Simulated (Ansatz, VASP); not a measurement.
## NaH in VASP and in Ansatz

```xyz
2
Lattice="0.0839 2.4814 2.4814 2.4814 0.0839 2.4814 2.4814 2.4814 0.0839" Properties=species:S:1:pos:R:3 pbc="T T T"
Na    0.0000    0.0000    0.0000
H     2.5234    2.5234    2.5234
```

Change from the starting cell: shear_111 strain +5.2%.

Alike in both runs: task single point; functional PBE; k mesh 10 × 10 × 10; occupations fermi-dirac, width 0.02 eV; no spin polarisation.

```csv
,VASP,Ansatz
version,VASP 6.6.1,Ansatz 0.2.0
potentials or method,"VASP PAW PBE potentials, release 64 (Na_pv, H)","plane waves, PAW"
plane-wave cutoff (eV),520,420
valence electrons in the cell,8,10
```

|  | VASP | Ansatz | Ansatz less VASP |
| --- | --- | --- | --- |
| gap on the k mesh at the Fermi level (eV) | 3.42 | 3.42 | +0.002 |
| pressure (GPa) | -0.7 | -0.6 | +0.03 |
| traceless stress, the component that is largest in VASP (GPa) | -0.81 | -0.81 | +0.001 |

VASP's potentials hold 8 valence electrons a cell and Ansatz's 10, so a difference there can come from the potentials and not from the codes.
